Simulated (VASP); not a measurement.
# PbS (Fm-3m) in VASP: further runs

Runs on PbS. Level: r2SCAN. Tasks: single point, relaxation of cell and atoms.

Program: VASP 6.6.1. These are calculated values, not measurements. Logs are shortened: lines on timing, memory, paths and dates and some standing lists are left out, and cuts for length are marked.

## 1. The cell of the first run

It takes space group Fm-3m (No. 225, cubic). Conventional cell: a = 5.975 Å, b = 5.975 Å, c = 5.975 Å, α = 90.00°, β = 90.00°, γ = 90.00°. Within 3.9 Å of Pb (site symmetry m-3m) lie 6 S at 2.99 Å. S (site symmetry m-3m) has 6 Pb at 2.99 Å within 3.9 Å.

## 2. Single point, r2SCAN

Contents of POSCAR:

```
PbS
1.0
    0.0000000000      2.9876479805      2.9876479805
    2.9876479805      0.0000000000      2.9876479805
    2.9876479805      2.9876479805      0.0000000000
Pb S
1 1
Direct
    0.0000000000      0.0000000000      0.0000000000
    0.5000000000      0.5000000000      0.5000000000
```

Contents of INCAR.step1:

```
SYSTEM = PbS
  PREC = Accurate
  ENCUT = 520
  ISMEAR = 0
  SIGMA = 0.02
  LREAL = .FALSE.
  LASPH = .TRUE.
  NELM = 80
  NBANDS = 17
  GGA = PE
  ALGO = Normal
  EDIFF = 1E-4
  LWAVE = .TRUE.
  LCHARG = .FALSE.
```

Contents of INCAR.step2:

```
SYSTEM = PbS
  PREC = Accurate
  ENCUT = 520
  EDIFF = 1E-7
  ISMEAR = 0
  SIGMA = 0.02
  LREAL = .FALSE.
  LASPH = .TRUE.
  NELM = 80
  ALGO = Normal
  ISIF = 2
  LWAVE = .FALSE.
  LCHARG = .FALSE.
  METAGGA = R2SCAN
  LMIXTAU = .TRUE.
  NBANDS = 17
  ISTART = 1
```

Contents of KPOINTS:

```
regular mesh
0
G
  8 8 8
  0 0 0
```

Potentials or basis: VASP PAW PBE potentials, release 64 (Pb_d, S).

The run is started by

```
$ cat potpaw_PBE.64/Pb_d/POTCAR potpaw_PBE.64/S/POTCAR > POTCAR
$ cp INCAR.step1 INCAR
$ mpirun -np 1 vasp_std > vasp.out
$ cp INCAR.step2 INCAR
$ mpirun -np 1 vasp_std > vasp.out
```

OUTCAR:

```text
SYSTEM = PbS
   PREC = Accurate
   ENCUT = 520
   EDIFF = 1E-7
   ISMEAR = 0
   LREAL = .FALSE.
   LASPH = .TRUE.
   NELM = 80
   ISIF = 2
   METAGGA = R2SCAN
   ISTART = 1

 ion  position               nearest neighbor table
   1  0.000  0.000  0.000-   2 2.99   2 2.99   2 2.99   2 2.99   2 2.99   2 2.99
   2  0.500  0.500  0.500-   1 2.99   1 2.99   1 2.99   1 2.99   1 2.99   1 2.99

  LATTYP: Found a face centered cubic cell.
 ALAT       =     5.9752959610

  Lattice vectors:

 A1 = (   0.0000000000,   2.9876479805,   2.9876479805)
 A2 = (   2.9876479805,   0.0000000000,   2.9876479805)
 A3 = (   2.9876479805,   2.9876479805,   0.0000000000)

Analysis of symmetry for initial positions (statically):
=====================================================================
 Subroutine PRICEL returns:
 Original cell was already a primitive cell.

 Routine SETGRP: Setting up the symmetry group for a
 face centered cubic supercell.

 Subroutine GETGRP returns: Found 48 space group operations
 (whereof 48 operations were pure point group operations)
 out of a pool of 48 trial point group operations.

The static configuration has the point symmetry O_h .

Analysis of symmetry for dynamics (positions and initial velocities):
=====================================================================
 Subroutine PRICEL returns:
 Original cell was already a primitive cell.

 Routine SETGRP: Setting up the symmetry group for a
 face centered cubic supercell.

 Subroutine GETGRP returns: Found 48 space group operations
 (whereof 48 operations were pure point group operations)
 out of a pool of 48 trial point group operations.

The dynamic configuration has the point symmetry O_h .

 Subroutine INISYM returns: Found 48 space group operations
 (whereof 48 operations are pure point group operations),
 and found     1 'primitive' translations

----------------------------------------------------------------------------------------

                                     Primitive cell

  volume of cell :      53.3357

  direct lattice vectors                    reciprocal lattice vectors
     0.000000000  2.987647980  2.987647980    -0.167355727  0.167355727  0.167355727
     2.987647980  0.000000000  2.987647980     0.167355727 -0.167355727  0.167355727
     2.987647980  2.987647980  0.000000000     0.167355727  0.167355727 -0.167355727

  length of vectors
     4.225172294  4.225172294  4.225172294     0.289868622  0.289868622  0.289868622

  position of ions in fractional coordinates (direct lattice)
     0.000000000  0.000000000  0.000000000
     0.500000000  0.500000000  0.500000000

  ion indices of the primitive-cell ions
   primitive index   ion index
                 1           1
                 2           2

----------------------------------------------------------------------------------------

 KPOINTS: regular mesh

Automatic generation of k-mesh.
 Grid dimensions read from file:
 generate k-points for:    8    8    8

 Generating k-lattice:

  Cartesian coordinates                     Fractional coordinates (reciprocal lattice)
    -0.020919466  0.020919466  0.020919466     0.125000000  0.000000000  0.000000000
     0.020919466 -0.020919466  0.020919466     0.000000000  0.125000000  0.000000000
     0.020919466  0.020919466 -0.020919466     0.000000000  0.000000000  0.125000000

  Length of vectors
     0.036233578  0.036233578  0.036233578

  Shift w.r.t. Gamma in fractional coordinates (k-lattice)
     0.000000000  0.000000000  0.000000000

 Subroutine IBZKPT returns following result:
 ===========================================

 Found     29 irreducible k-points:

 Following reciprocal coordinates:
            Coordinates               Weight
  0.000000  0.000000  0.000000      1.000000
  0.125000  0.000000  0.000000      8.000000
  0.250000  0.000000  0.000000      8.000000
  0.375000  0.000000  0.000000      8.000000
  0.500000  0.000000  0.000000      4.000000
  0.125000  0.125000  0.000000      6.000000
[... 16 lines left out ...]
  0.500000  0.250000  0.125000     48.000000
 -0.375000  0.250000  0.125000     24.000000
 [... further k-points ...]
   k-points           NKPTS =     29   k-points in BZ     NKDIM =     29   number of bands    NBANDS=     17
   number of dos      NEDOS =    301   number of ions     NIONS =      2
   total plane-waves  NPLWV =  32768
   dimension x,y,z NGX =    32 NGY =   32 NGZ =   32
   dimension x,y,z NGXF=    64 NGYF=   64 NGZF=   64
   ions per type =               1   1
   NGX,Y,Z   is equivalent  to a cutoff of  12.59, 12.59, 12.59 a.u.
   NGXF,Y,Z  is equivalent  to a cutoff of  25.18, 25.18, 25.18 a.u.
 SYSTEM =  PbS
   PREC   = accura    normal or accurate (medium, high low for compatibility)
   ISTART =      1    job   : 0-new  1-cont  2-samecut
   ICHARG =      0    charge: 1-file 2-atom 10-const
   ISPIN  =      1    spin polarized calculation?
   LNONCOLLINEAR =      F non collinear calculations
   LSORBIT =      F    spin-orbit coupling
   LASPH  =      T    aspherical Exc in radial PAW
   ENCUT  =  520.0 eV  38.22 Ry    6.18 a.u.   7.86  7.86  7.86*2*pi/ulx,y,z
   NELM   =     80;   NELMIN=  2; NELMDL=  0     # of ELM steps
   EDIFF  = 0.1E-06   stopping-criterion for ELM
   LREAL  =      F    real-space projection
   EDIFFG = 0.1E-05   stopping-criterion for IOM
   NSW    =      0    number of steps for IOM
   IBRION =     -1    ionic relax: 0-MD 1-quasi-New 2-CG
   NFREE  =      0    steps in history (QN), initial steepest desc. (CG)
   ISIF   =      2    stress and relaxation
   ISYM   =      2    0-nonsym 1-usesym 2-fastsym
   POTIM  = 0.5000    time-step for ionic-motion
   TEBEG  =    0.0;   TEEND  =   0.0 temperature during run
   PSTRESS=    0.0 pullay stress
   NELECT =      20.0000    total number of electrons
   NUPDOWN=      -1.0000    fix difference up-down
   EMIN   =  10.00;   EMAX   =-10.00  energy-range for DOS
   EFERMI =   0.00;   METHOD = LEGACY
   ISMEAR =     0;   SIGMA  =   0.02  broadening in eV -4-tet -1-fermi 0-gaus
   EFERMI_NEDOS =   21; number of points for ismear=-14 and -15
   IALGO  =     38    algorithm
   IMIX   =      4    mixing-type and parameters
     AMIX     =   0.40;   BMIX     =  1.00
     AMIX_MAG =   1.60;   BMIX_MAG =  1.00
  volume/ion in A,a.u.               =      26.67       179.96
  Fermi-wavevector in a.u.,A,eV,Ry     =   1.180535  2.230887 18.961924  1.393662
  Thomas-Fermi vector in A             =   2.316825
   LORBIT       =      0    0 simple, 1 ext, 2 COOP (PROOUT), +10 PAW based schemes
   METAGGA = R2SCAN    functional components
   LHFCALC =     F    Hartree Fock is set to
   AEXX    =    0.0000 exact exchange contribution
   IVDW    =     0    specifies the selected vdW correction
   LEPSILON=     F    determine dielectric tensor
   LRPA    =     F    only Hartree local field effects (RPA)
 non-spin polarized calculation
 Gauss-broadening in eV      SIGMA  =   0.02
  energy-cutoff  :      520.00
  volume of cell :       53.34
 maximum number of plane-waves:      1459
   NGX = 15   NGY = 15   NGZ = 15

 number of electron      20.0000001 magnetization

 Free energy of the ion-electron system (eV)
  ---------------------------------------------------
  ext. energy  EPLUGINS =         0.00000000
  ---------------------------------------------------
  free energy    TOTEN  =       -65.61221749 eV

  energy without entropy =      -65.61221749  energy(sigma->0) =      -65.61221749

 E-fermi :   5.5082     XC(G=0): -10.1439

 val. band max:        5.3901321169   @ k =   0.5000   0.0000   0.0000
 cond. band min:       6.0938102487   @ k =   0.5000   0.0000   0.0000
 fundamental gap:      0.7036781318
 Fermi energy:         5.5081517531

 k-point     1 :       0.0000    0.0000    0.0000
  band No.  band energies     occupation
      1     -12.0063      2.00000
      2     -12.0063      2.00000
      3     -12.0063      2.00000
      4     -11.9896      2.00000
      5     -11.9896      2.00000
      6      -8.6000      2.00000
[... 9 lines left out ...]
     16      12.6035      0.00000
     17      14.5276      0.00000

 k-point     2 :       0.1250    0.0000    0.0000
  band No.  band energies     occupation
      1     -12.0055      2.00000
      2     -12.0034      2.00000
      3     -12.0034      2.00000
      4     -11.9906      2.00000
      5     -11.9906      2.00000
      6      -8.4689      2.00000
[... 9 lines left out ...]
     16      12.9761      0.00000
     17      15.7448      0.00000

 k-point     3 :       0.2500    0.0000    0.0000
  band No.  band energies     occupation
      1     -12.0089      2.00000
      2     -12.0089      2.00000
      3     -12.0041      2.00000
      4     -11.9809      2.00000
      5     -11.9809      2.00000
      6      -8.1073      2.00000
[... 9 lines left out ...]
     16      13.8483      0.00000
     17      17.7613      0.00000

 k-point     4 :       0.3750    0.0000    0.0000
  band No.  band energies     occupation
      1     -12.0186      2.00000
      2     -12.0186      2.00000
      3     -12.0032      2.00000
      4     -11.9670      2.00000
      5     -11.9670      2.00000
      6      -7.6455      2.00000
[... 9 lines left out ...]
     16      15.1062      0.00000
     17      17.6776      0.00000
[... 343 lines left out ...]
      1     -12.0378      2.00000
      2     -12.0093      2.00000
      3     -11.9966      2.00000
      4     -11.9797      2.00000
      5     -11.9705      2.00000
      6      -7.7944      2.00000
[... 9 lines left out ...]
     16      15.8000      0.00000
     17      16.0969      0.00000

 k-point    23 :       0.5000    0.2500    0.1250
  band No.  band energies     occupation
      1     -12.0532      2.00000
      2     -12.0046      2.00000
      3     -11.9991      2.00000
      4     -11.9749      2.00000
      5     -11.9645      2.00000
      6      -7.3846      2.00000
[... 9 lines left out ...]
     16      16.1938      0.00000
     17      17.2625      0.00000

 k-point    24 :      -0.3750    0.2500    0.1250
  band No.  band energies     occupation
      1     -12.0589      2.00000
      2     -12.0073      2.00000
      3     -11.9913      2.00000
      4     -11.9796      2.00000
      5     -11.9602      2.00000
      6      -7.1812      2.00000
[... 9 lines left out ...]
     16      16.8495      0.00000
     17      17.1864      0.00000

 [... further k-points ...]
[... 5 lines left out ...]
  --------------------------------------------------------------------------------------
  -------------------------------------------------------------------------------------
  Total       -0.0154258     -0.0154258     -0.0154258      0.0000000      0.0000000      0.0000000
  in kB       -0.4633839     -0.4633839     -0.4633839      0.0000000      0.0000000      0.0000000
  external PRESSURE =      -0.4633839 kB  Pullay stress =       0.0000000 kB

 VOLUME and BASIS-vectors are now :
 -----------------------------------------------------------------------------
  energy-cutoff  :      520.00
  volume of cell :       53.34
      direct lattice vectors                 reciprocal lattice vectors
     0.000000000  2.987647980  2.987647980    -0.167355727  0.167355727  0.167355727
     2.987647980  0.000000000  2.987647980     0.167355727 -0.167355727  0.167355727
     2.987647980  2.987647980  0.000000000     0.167355727  0.167355727 -0.167355727

 POSITION                                       TOTAL-FORCE (eV/Angst)
 -----------------------------------------------------------------------------------
      0.00000      0.00000      0.00000         0.000000      0.000000      0.000000
      2.98765      2.98765      2.98765         0.000000     -0.000000     -0.000000
 -----------------------------------------------------------------------------------
    total drift:                                0.000000     -0.000000     -0.000000

  FREE ENERGIE OF THE ION-ELECTRON SYSTEM (eV)
  ---------------------------------------------------
  free  energy   TOTEN  =       -65.6122174950 eV

  energy  without entropy=      -65.6122174950  energy(sigma->0) =      -65.61221749
```

Run time: 66 s. Hardware: 1 thread of Intel Xeon Platinum 8375C at 2.90GHz (Ice Lake), shared host; peak memory 0.19 GiB.

Results:

| Item | Value |
| --- | --- |
| Free energy | -65.6122 eV |
| Pressure | 0.0 GPa |
| Band gap on the k mesh | 0.70 eV, direct |

Levels at points of the mesh, in eV from the valence-band top:
```tsv
k point	band 7	band 8	band 9	band 10	band 11	band 12	band 13	band 14
(0.00, 0.00, 0.00)	-6.13	-2.20	-2.20	-2.20	5.51	5.51	5.51	7.21
(0.50, 0.00, 0.00)	-8.96	-1.81	-1.81	0.00	0.70	2.25	2.25	9.16
(0.50, 0.50, 0.00)	-7.31	-5.17	-3.44	-3.44	4.26	5.95	6.02	6.02
```

Caveat: the PAW data sets were made with another functional, which shifts forces and pressure a little; spin-orbit coupling is left out, which moves the levels of the heavy elements. A k mesh can miss the band edges.

## 3. Single point, r2SCAN

POSCAR is that of step 2.

Contents of INCAR.step1:

```
PREC     = Accurate       # precision mode
ENCUT    = 520            # plane-wave cutoff, eV
ISMEAR   = 0              # smearing method
SIGMA    = 0.02           # smearing width, eV
LREAL    = F              # projectors in reciprocal space
LASPH    = T              # aspherical terms in the spheres
NELM     = 60             # most SCF steps
NBANDS   = 17             # bands
GGA      = PE             # functional
ALGO     = Normal         # electronic algorithm
EDIFF    = 1E-4           # SCF threshold, eV
LWAVE    = T              # write WAVECAR
LCHARG   = F              # write CHGCAR
```

Contents of INCAR.step2:

```
PREC     = Accurate       # precision mode
ENCUT    = 520            # plane-wave cutoff, eV
EDIFF    = 1E-7           # SCF threshold, eV
ISMEAR   = 0              # smearing method
SIGMA    = 0.02           # smearing width, eV
LREAL    = F              # projectors in reciprocal space
LASPH    = T              # aspherical terms in the spheres
NELM     = 60             # most SCF steps
ALGO     = Normal         # electronic algorithm
ISIF     = 2              # what is computed and relaxed
LWAVE    = F              # write WAVECAR
LCHARG   = T              # write CHGCAR
METAGGA  = R2SCAN         # meta-GGA
LMIXTAU  = T            
LELF     = T              # ELF
LVHAR    = T            
NBANDS   = 17             # bands
ISTART   = 1
```

Contents of KPOINTS:

```
Automatic mesh
0
Gamma
  8 8 8
```

Potentials or basis: VASP PAW PBE potentials, release 64 (Pb_d, S).

The run is started by

```
$ cat potpaw_PBE.64/Pb_d/POTCAR potpaw_PBE.64/S/POTCAR > POTCAR
$ cp INCAR.step1 INCAR
$ mpirun -np 1 vasp_std > vasp.out
$ cp INCAR.step2 INCAR
$ mpirun -np 1 vasp_std > vasp.out
```

It took 66 s on 1 thread of Intel Xeon Platinum 8375C at 2.90GHz (Ice Lake), shared host; peak memory 0.2 GiB.

Results (log left out):

```
Free energy            : -65.6122 eV
Pressure               : 0.0 GPa
Band gap on the k mesh : 0.70 eV, direct
```

Levels at points of the mesh, in eV from the valence-band top:
| k point | band 8 | band 9 | band 10 | band 11 | band 12 | band 13 |
| --- | --- | --- | --- | --- | --- | --- |
| (0.00, 0.00, 0.00) | -2.20 | -2.20 | -2.20 | 5.51 | 5.51 | 5.51 |
| (0.50, 0.00, 0.00) | -1.81 | -1.81 | 0.00 | 0.70 | 2.25 | 2.25 |
| (0.50, 0.50, 0.00) | -5.17 | -3.44 | -3.44 | 4.26 | 5.95 | 6.02 |

Caveat: the PAW data sets were made with another functional, which shifts forces and pressure a little; spin-orbit coupling is left out, which moves the levels of the heavy elements. A k mesh can miss the band edges.

## 4. Relaxation of cell and atoms, r2SCAN

This run uses another cell than the first one, of 26.09 Å³/atom, 0.978 times its volume.

Contents of POSCAR:

```
PbS
1.0
    0.0000000000      2.9657500000      2.9657500000
    2.9657500000      0.0000000000      2.9657500000
    2.9657500000      2.9657500000      0.0000000000
Pb S
1 1
Direct
    0.0000000000      0.0000000000      0.0000000000
    0.5000000000      0.5000000000      0.5000000000
```

Contents of INCAR.step1:

```
SYSTEM = PbS
ALGO = Normal
EDIFF = 1E-4
ENCUT = 600
GGA = PE
ISMEAR = 0
LASPH = .TRUE.
LCHARG = .FALSE.
LREAL = .FALSE.
LWAVE = .TRUE.
NELM = 80
PREC = Accurate
SIGMA = 0.02
```

Contents of INCAR.step2:

```
SYSTEM = PbS
ALGO = Normal
EDIFF = 1E-6
EDIFFG = -0.005
ENCUT = 600
IBRION = 2
ISIF = 3
ISMEAR = 0
ISTART = 1
LASPH = .TRUE.
LCHARG = .FALSE.
LMIXTAU = .TRUE.
LREAL = .FALSE.
LWAVE = .FALSE.
METAGGA = R2SCAN
NELM = 80
NSW = 100
PREC = Accurate
SIGMA = 0.02
```

Contents of KPOINTS:

```
k-points
0
G
  8 8 8
  0 0 0
```

The run is started by

```
$ cat potpaw_PBE.64/Pb_d/POTCAR potpaw_PBE.64/S/POTCAR > POTCAR
$ cp INCAR.step1 INCAR
$ mpirun -np 1 vasp_std > vasp.out
$ cp INCAR.step2 INCAR
$ mpirun -np 1 vasp_std > vasp.out
```

It took 3.7 min on 1 thread of Intel Xeon Platinum 8375C at 2.90GHz (Ice Lake), shared host; peak memory 0.24 GiB.

Results (log left out):

| Property | Result |
| --- | --- |
| Free energy | -65.6125 eV |
| Relaxed volume | 26.67 Å³/atom |
| Relaxed cell | a = 4.225 Å, b = 4.225 Å, c = 4.225 Å, α = 60.00°, β = 60.00°, γ = 60.00° |
| Space group after relaxing (to 0.05 Å) | Fm-3m (No. 225) |
| Energy gained by relaxing | 2.4 meV/atom |
| Ionic steps | 3 |
| Pressure after relaxing | 0.0 GPa |
| Band gap on the k mesh | 0.70 eV, direct |

The path:
```tsv
step	energy change (eV)	largest force (eV/Å)	pressure (GPa)	volume (Å³)
1	0.0000	0.0000	1.34	52.17
2	-0.0039	0.0000	-0.53	53.84
3	-0.0048	0.0000	0.01	53.33
```

Final structure:
```
Pb S
1.0
     0.00000    2.98756    2.98756
     2.98756    0.00000    2.98756
     2.98756    2.98756    0.00000
Pb S
1 1
Direct
  0.00000 0.00000 0.00000
  0.50000 0.50000 0.50000
```

Levels at points of the mesh, in eV from the valence-band top:
| k point | band 8 | band 9 | band 10 | band 11 | band 12 | band 13 |
| --- | --- | --- | --- | --- | --- | --- |
| (0.00, 0.00, 0.00) | -2.20 | -2.20 | -2.20 | 5.51 | 5.51 | 5.51 |
| (0.50, 0.00, 0.00) | -1.81 | -1.81 | 0.00 | 0.70 | 2.25 | 2.25 |
| (0.50, 0.50, 0.00) | -5.17 | -3.44 | -3.44 | 4.26 | 5.95 | 6.02 |

Caveat: the PAW data sets were made with another functional, which shifts forces and pressure a little; spin-orbit coupling is left out, which moves the levels of the heavy elements. Zero-point motion and thermal expansion aren't in these numbers.
